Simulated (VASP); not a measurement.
# CuCl (F-43m) in VASP: single point with PBE

Aim: the single point of CuCl with PBE.

All numbers are computed with VASP 6.6.1; they aren't measurements. Logs are shortened: lines on timing, memory, paths and dates and some standing lists are left out, and cuts for length are marked.

## Step 1: The cell of the first run

The structure is cubic, space group F-43m (No. 216). The conventional cell has a = 5.527 Å, b = 5.527 Å, c = 5.527 Å, α = 90.00°, β = 90.00°, γ = 90.00°. Within 3.2 Å of Cu (site symmetry -43m) lie 4 Cl at 2.39 Å. Within 3.2 Å of Cl (site symmetry -43m) lie 4 Cu at 2.39 Å.

## Step 2: Single point, PBE (volume scaled by 1.06)

The input, INCAR:

```
SYSTEM = CuCl
ALGO     = Normal         ! electronic algorithm
EDIFF    = 1E-6           ! SCF threshold, eV
ENCUT    = 600            ! plane-wave cutoff, eV
GGA      = PE             ! functional
GGA_COMPAT= .FALSE.      
ISIF     = 2              ! what is computed and relaxed
ISMEAR   = -1             ! smearing method
LASPH    = .TRUE.         ! aspherical terms in the spheres
LCHARG   = .FALSE.        ! write CHGCAR
LREAL    = .FALSE.        ! projectors in reciprocal space
LWAVE    = .FALSE.        ! write WAVECAR
NBANDS   = 16             ! bands
NELM     = 120            ! most SCF steps
PREC     = Accurate       ! precision mode
SIGMA    = 0.05           ! smearing width, eV
```

The input, KPOINTS:

```
k-points
0
G
  13 13 13
  0 0 0
```

The input, POSCAR:

```
CuCl
1.0
    0.0000000000      2.7632527100      2.7632527100
    2.7632527100      0.0000000000      2.7632527100
    2.7632527100      2.7632527100      0.0000000000
Cu Cl
1 1
Direct
    0.0000000000      0.0000000000      0.0000000000
    0.7500000000      0.7500000000      0.7500000000
```

Potentials or basis: VASP PAW PBE potentials, release 64 (Cu, Cl).

Started as:

```console
> cat potpaw_PBE.64/Cu/POTCAR potpaw_PBE.64/Cl/POTCAR > POTCAR
> mpirun -np 1 vasp_std > vasp.out
```

OUTCAR:

```text
SYSTEM = CuCl
   EDIFF = 1E-6
   ENCUT = 600
   GGA = PE
   ISIF = 2
   ISMEAR = -1
   LASPH = .TRUE.
   LREAL = .FALSE.
   NELM = 120
   PREC = Accurate

 ion  position               nearest neighbor table
   1  0.000  0.000  0.000-   2 2.39   2 2.39   2 2.39   2 2.39
   2  0.750  0.750  0.750-   1 2.39   1 2.39   1 2.39   1 2.39

  LATTYP: Found a face centered cubic cell.
 ALAT       =     5.5265054200

  Lattice vectors:

 A1 = (   0.0000000000,   2.7632527100,   2.7632527100)
 A2 = (   2.7632527100,   0.0000000000,   2.7632527100)
 A3 = (   2.7632527100,   2.7632527100,   0.0000000000)

Analysis of symmetry for initial positions (statically):
=====================================================================
 Subroutine PRICEL returns:
 Original cell was already a primitive cell.

 Routine SETGRP: Setting up the symmetry group for a
 face centered cubic supercell.

 Subroutine GETGRP returns: Found 24 space group operations
 (whereof 24 operations were pure point group operations)
 out of a pool of 48 trial point group operations.

The static configuration has the point symmetry T_d .

Analysis of symmetry for dynamics (positions and initial velocities):
=====================================================================
 Subroutine PRICEL returns:
 Original cell was already a primitive cell.

 Routine SETGRP: Setting up the symmetry group for a
 face centered cubic supercell.

 Subroutine GETGRP returns: Found 24 space group operations
 (whereof 24 operations were pure point group operations)
 out of a pool of 48 trial point group operations.

The dynamic configuration has the point symmetry T_d .

 Subroutine INISYM returns: Found 24 space group operations
 (whereof 24 operations are pure point group operations),
 and found     1 'primitive' translations

----------------------------------------------------------------------------------------

                                     Primitive cell

  volume of cell :      42.1980

  direct lattice vectors                    reciprocal lattice vectors
     0.000000000  2.763252710  2.763252710    -0.180946172  0.180946172  0.180946172
     2.763252710  0.000000000  2.763252710     0.180946172 -0.180946172  0.180946172
     2.763252710  2.763252710  0.000000000     0.180946172  0.180946172 -0.180946172

  length of vectors
     3.907829459  3.907829459  3.907829459     0.313407963  0.313407963  0.313407963

  position of ions in fractional coordinates (direct lattice)
     0.000000000  0.000000000  0.000000000
     0.750000000  0.750000000  0.750000000

  ion indices of the primitive-cell ions
   primitive index   ion index
                 1           1
                 2           2

----------------------------------------------------------------------------------------

 KPOINTS: k-points

Automatic generation of k-mesh.
 Grid dimensions read from file:
 generate k-points for:   13   13   13

 Generating k-lattice:

  Cartesian coordinates                     Fractional coordinates (reciprocal lattice)
    -0.013918936  0.013918936  0.013918936     0.076923077  0.000000000  0.000000000
     0.013918936 -0.013918936  0.013918936     0.000000000  0.076923077  0.000000000
     0.013918936  0.013918936 -0.013918936     0.000000000  0.000000000  0.076923077

  Length of vectors
     0.024108305  0.024108305  0.024108305

  Shift w.r.t. Gamma in fractional coordinates (k-lattice)
     0.000000000  0.000000000  0.000000000

 Subroutine IBZKPT returns following result:
 ===========================================

 Found     84 irreducible k-points:

 Following reciprocal coordinates:
            Coordinates               Weight
  0.000000  0.000000  0.000000      1.000000
  0.076923  0.000000  0.000000      8.000000
  0.153846  0.000000  0.000000      8.000000
  0.230769  0.000000  0.000000      8.000000
  0.307692  0.000000  0.000000      8.000000
  0.384615  0.000000  0.000000      8.000000
[... 16 lines left out ...]
  0.384615  0.153846  0.000000     24.000000
  0.461538  0.153846  0.000000     24.000000
 [... further k-points ...]
   k-points           NKPTS =     84   k-points in BZ     NKDIM =     84   number of bands    NBANDS=     16
   number of dos      NEDOS =    301   number of ions     NIONS =      2
   total plane-waves  NPLWV =  32768
   dimension x,y,z NGX =    32 NGY =   32 NGZ =   32
   dimension x,y,z NGXF=    64 NGYF=   64 NGZF=   64
   ions per type =               1   1
   NGX,Y,Z   is equivalent  to a cutoff of  13.61, 13.61, 13.61 a.u.
   NGXF,Y,Z  is equivalent  to a cutoff of  27.23, 27.23, 27.23 a.u.
 SYSTEM =  CuCl
   PREC   = accura    normal or accurate (medium, high low for compatibility)
   ISTART =      0    job   : 0-new  1-cont  2-samecut
   ICHARG =      2    charge: 1-file 2-atom 10-const
   ISPIN  =      1    spin polarized calculation?
   LNONCOLLINEAR =      F non collinear calculations
   LSORBIT =      F    spin-orbit coupling
   LASPH  =      T    aspherical Exc in radial PAW
   ENCUT  =  600.0 eV  44.10 Ry    6.64 a.u.   7.80  7.80  7.80*2*pi/ulx,y,z
   NELM   =    120;   NELMIN=  2; NELMDL= -5     # of ELM steps
   EDIFF  = 0.1E-05   stopping-criterion for ELM
   LREAL  =      F    real-space projection
   EDIFFG = 0.1E-04   stopping-criterion for IOM
   NSW    =      0    number of steps for IOM
   IBRION =     -1    ionic relax: 0-MD 1-quasi-New 2-CG
   NFREE  =      0    steps in history (QN), initial steepest desc. (CG)
   ISIF   =      2    stress and relaxation
   ISYM   =      2    0-nonsym 1-usesym 2-fastsym
   POTIM  = 0.5000    time-step for ionic-motion
   TEBEG  =    0.0;   TEEND  =   0.0 temperature during run
   PSTRESS=    0.0 pullay stress
   NELECT =      18.0000    total number of electrons
   NUPDOWN=      -1.0000    fix difference up-down
   EMIN   =  10.00;   EMAX   =-10.00  energy-range for DOS
   EFERMI =   0.00;   METHOD = LEGACY
   ISMEAR =    -1;   SIGMA  =   0.05  broadening in eV -4-tet -1-fermi 0-gaus
   EFERMI_NEDOS =   21; number of points for ismear=-14 and -15
   IALGO  =     38    algorithm
   IMIX   =      4    mixing-type and parameters
     AMIX     =   0.40;   BMIX     =  1.00
     AMIX_MAG =   1.60;   BMIX_MAG =  1.00
  volume/ion in A,a.u.               =      21.10       142.38
  Fermi-wavevector in a.u.,A,eV,Ry     =   1.232353  2.328809 20.663079  1.518693
  Thomas-Fermi vector in A             =   2.367126
   LORBIT       =      0    0 simple, 1 ext, 2 COOP (PROOUT), +10 PAW based schemes
   GGA     = PE    functional components
   LHFCALC =     F    Hartree Fock is set to
   AEXX    =    0.0000 exact exchange contribution
   IVDW    =     0    specifies the selected vdW correction
   LEPSILON=     F    determine dielectric tensor
   LRPA    =     F    only Hartree local field effects (RPA)
 non-spin polarized calculation
  energy-cutoff  :      600.00
  volume of cell :       42.20
 maximum number of plane-waves:      1422
   NGX = 15   NGY = 15   NGZ = 15

 number of electron      17.9999993 magnetization

 Free energy of the ion-electron system (eV)
  ---------------------------------------------------
  ext. energy  EPLUGINS =         0.00000000
  ---------------------------------------------------
  free energy    TOTEN  =        -6.32709251 eV

  energy without entropy =       -6.32704847  energy(sigma->0) =       -6.32707049

 E-fermi :   3.6044     XC(G=0):  -9.1053

 val. band max:        3.2920895396   @ k =   0.0000   0.0000   0.0000
 cond. band min:       3.7295169081   @ k =   0.0000   0.0000   0.0000
 fundamental gap:      0.4374273685
 Fermi energy:         3.6043613858

 k-point     1 :       0.0000    0.0000    0.0000
  band No.  band energies     occupation
      1     -13.4281      2.00000
      2      -1.3765      2.00000
      3      -1.3765      2.00000
      4      -1.3765      2.00000
      5       2.0038      2.00000
      6       2.0038      2.00000
[... 8 lines left out ...]
     15      14.9068      0.00000
     16      15.5800      0.00000

 k-point     2 :       0.0769    0.0000    0.0000
  band No.  band energies     occupation
      1     -13.4078      2.00000
      2      -1.4930      2.00000
      3      -1.3758      2.00000
      4      -1.3758      2.00000
      5       2.0004      2.00000
      6       2.0004      2.00000
[... 8 lines left out ...]
     15      14.6484      0.00000
     16      15.9094      0.00000

 k-point     3 :       0.1538    0.0000    0.0000
  band No.  band energies     occupation
      1     -13.3507      2.00000
      2      -1.7911      2.00000
      3      -1.3741      2.00000
      4      -1.3741      2.00000
      5       1.9942      2.00000
      6       1.9942      2.00000
[... 8 lines left out ...]
     15      14.2509      0.00000
     16      16.0147      0.00000

 k-point     4 :       0.2308    0.0000    0.0000
  band No.  band energies     occupation
      1     -13.2682      2.00000
      2      -2.1661      2.00000
      3      -1.3726      2.00000
      4      -1.3726      2.00000
      5       1.9948      2.00000
      6       1.9948      2.00000
[... 8 lines left out ...]
     15      14.1240      0.00000
     16      15.4794      0.00000

 k-point     5 :       0.3077    0.0000    0.0000
  band No.  band energies     occupation
      1     -13.1778      2.00000
      2      -2.5248      2.00000
      3      -1.3724      2.00000
      4      -1.3724      2.00000
      5       2.0101      2.00000
      6       2.0101      2.00000
[... 8 lines left out ...]
     15      14.4408      0.00000
     16      15.0756      0.00000

 k-point     6 :       0.3846    0.0000    0.0000
  band No.  band energies     occupation
      1     -13.1005      2.00000
      2      -2.8006      2.00000
      3      -1.3732      2.00000
      4      -1.3732      2.00000
      5       2.0381      2.00000
      6       2.0382      2.00000
[... 8 lines left out ...]
     15      15.1565      0.00000
     16      15.1565      0.00000

 k-point     7 :       0.4615    0.0000    0.0000
  band No.  band energies     occupation
      1     -13.0559      2.00000
      2      -2.9497      2.00000
      3      -1.3741      2.00000
      4      -1.3741      2.00000
      5       2.0627      2.00000
      6       2.0627      2.00000
[... 8 lines left out ...]
     15      15.9904      0.00000
     16      15.9904      0.00000

 k-point     8 :       0.0769    0.0769    0.0000
  band No.  band energies     occupation
      1     -13.4010      2.00000
      2      -1.5101      2.00000
      3      -1.3856      2.00000
      4      -1.3856      2.00000
      5       1.9847      2.00000
      6       2.0131      2.00000
[... 8 lines left out ...]
     15      14.9596      0.00000
     16      16.0753      0.00000

 k-point     9 :       0.1538    0.0769    0.0000
  band No.  band energies     occupation
      1     -13.3562      2.00000
      2      -1.7325      2.00000
      3      -1.3930      2.00000
      4      -1.3859      2.00000
      5       1.9660      2.00000
      6       2.0197      2.00000
[... 8 lines left out ...]
     15      14.8227      0.00000
     16      16.5737      0.00000
[... 172 lines left out ...]
 k-point    19 :      -0.0769    0.0769    0.0000
  band No.  band energies     occupation
      1     -13.3752      2.00000
      2      -1.6526      2.00000
      3      -1.3992      2.00000
      4      -1.3656      2.00000
      5       1.9822      2.00000
      6       2.0093      2.00000
[... 8 lines left out ...]
     15      14.5942      0.00000
     16      16.3932      0.00000

 k-point    20 :       0.1538    0.1538    0.0000
  band No.  band energies     occupation
      1     -13.3251      2.00000
      2      -1.8351      2.00000
      3      -1.4103      2.00000
      4      -1.4103      2.00000
      5       1.9344      2.00000
      6       2.0389      2.00000
[... 8 lines left out ...]
     15      15.1145      0.00000
     16      17.3403      0.00000

 k-point    21 :       0.2308    0.1538    0.0000
  band No.  band energies     occupation
      1     -13.2635      2.00000
      2      -2.0743      2.00000
      3      -1.4266      2.00000
      4      -1.4227      2.00000
      5       1.9101      2.00000
      6       2.0536      2.00000
[... 8 lines left out ...]
     15      15.1328      0.00000
     16      17.4780      0.00000

 k-point    22 :       0.3077    0.1538    0.0000
  band No.  band energies     occupation
      1     -13.1840      2.00000
      2      -2.3537      2.00000
      3      -1.4619      2.00000
      4      -1.4282      2.00000
      5       1.9064      2.00000
      6       2.0686      2.00000
[... 8 lines left out ...]
     15      15.2730      0.00000
     16      16.9427      0.00000

 k-point    23 :       0.3846    0.1538    0.0000
  band No.  band energies     occupation
      1     -13.1042      2.00000
      2      -2.6013      2.00000
      3      -1.5195      2.00000
      4      -1.4256      2.00000
      5       1.9285      2.00000
      6       2.0832      2.00000
[... 8 lines left out ...]
     15      15.7371      0.00000
     16      16.6007      0.00000

 k-point    24 :       0.4615    0.1538    0.0000
  band No.  band energies     occupation
      1     -13.0432      2.00000
      2      -2.7705      2.00000
      3      -1.5855      2.00000
      4      -1.4150      2.00000
      5       1.9602      2.00000
      6       2.0848      2.00000
[... 8 lines left out ...]
     15      16.2619      0.00000
     16      16.5703      0.00000

 [... further k-points ...]
[... 5 lines left out ...]
  --------------------------------------------------------------------------------------
  -------------------------------------------------------------------------------------
  Total       -0.6157703     -0.6157703     -0.6157703      0.0000000      0.0000000      0.0000000
  in kB      -23.3796216    -23.3796216    -23.3796216      0.0000000      0.0000000      0.0000000
  external PRESSURE =     -23.3796216 kB  Pullay stress =       0.0000000 kB

 VOLUME and BASIS-vectors are now :
 -----------------------------------------------------------------------------
  energy-cutoff  :      600.00
  volume of cell :       42.20
      direct lattice vectors                 reciprocal lattice vectors
     0.000000000  2.763252710  2.763252710    -0.180946172  0.180946172  0.180946172
     2.763252710  0.000000000  2.763252710     0.180946172 -0.180946172  0.180946172
     2.763252710  2.763252710  0.000000000     0.180946172  0.180946172 -0.180946172

 POSITION                                       TOTAL-FORCE (eV/Angst)
 -----------------------------------------------------------------------------------
      0.00000      0.00000      0.00000        -0.000000     -0.000000     -0.000000
      4.14488      4.14488      4.14488         0.000000      0.000000      0.000000
 -----------------------------------------------------------------------------------
    total drift:                               -0.000000     -0.000000     -0.000000

  FREE ENERGIE OF THE ION-ELECTRON SYSTEM (eV)
  ---------------------------------------------------
  free  energy   TOTEN  =        -6.3270925077 eV

  energy  without entropy=       -6.3270484720  energy(sigma->0) =       -6.32707049
```

Wall time 33 s (1 thread of AMD EPYC 9R45 (Zen 5), shared host); peak memory 0.19 GiB.

What came out:

```yaml
Free_energy: -6.3271 eV
Pressure: -2.3 GPa
Band_gap_on_the_k_mesh: 0.44 eV, direct
```

Levels at points of the mesh, in eV from the valence-band top:
```
           k point  band 6  band 7  band 8  band 9  band 10  band 11  band 12  band 13
(0.00, 0.00, 0.00)   -1.29    0.00    0.00    0.00     0.44     6.75     6.75     6.75
```
